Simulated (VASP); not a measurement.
A run of VASP 6.6.1 is set up as follows.

File INCAR:

```
SYSTEM = K2S
  PREC = Accurate
  ENCUT = 500
  EDIFF = 1E-6
  ISMEAR = -1
  SIGMA = 0.1
  LREAL = .FALSE.
  LASPH = .TRUE.
  NELM = 120
  ALGO = Normal
  ISIF = 2
  LWAVE = .FALSE.
  LCHARG = .FALSE.
  GGA = PS
  NBANDS = 19
  GGA_COMPAT = .FALSE.
```

KPOINTS

```
regular mesh
0
G
  10 10 10
  0 0 0
```

POSCAR

```
K2S
1.0
    3.6679106412      3.6679106412      0.0000000000
   -3.6679106412      3.6679106412      0.0000000000
    0.0000000000      3.6679106412      3.6679106412
K S
2 1
Direct
    0.2500000000      0.7500000000      0.5000000000
    0.7500000000      0.2500000000      0.5000000000
    0.0000000000      0.0000000000      0.0000000000
```

Potentials or basis: VASP PAW PBE potentials, release 64 (K_sv, S).

Run with:

```bash
$ cat potpaw_PBE.64/K_sv/POTCAR potpaw_PBE.64/S/POTCAR > POTCAR
$ mpirun -np 1 vasp_std > vasp.out
```

Problem. Predict the band gap on the k mesh.

Solution. 2.35 eV (least direct gap 2.57 eV).

Problem. What does it give for the pressure?

Solution. 0.1 GPa.

Caveat: the PAW data sets were made with another functional, which shifts forces and pressure a little. A k mesh can miss the band edges.
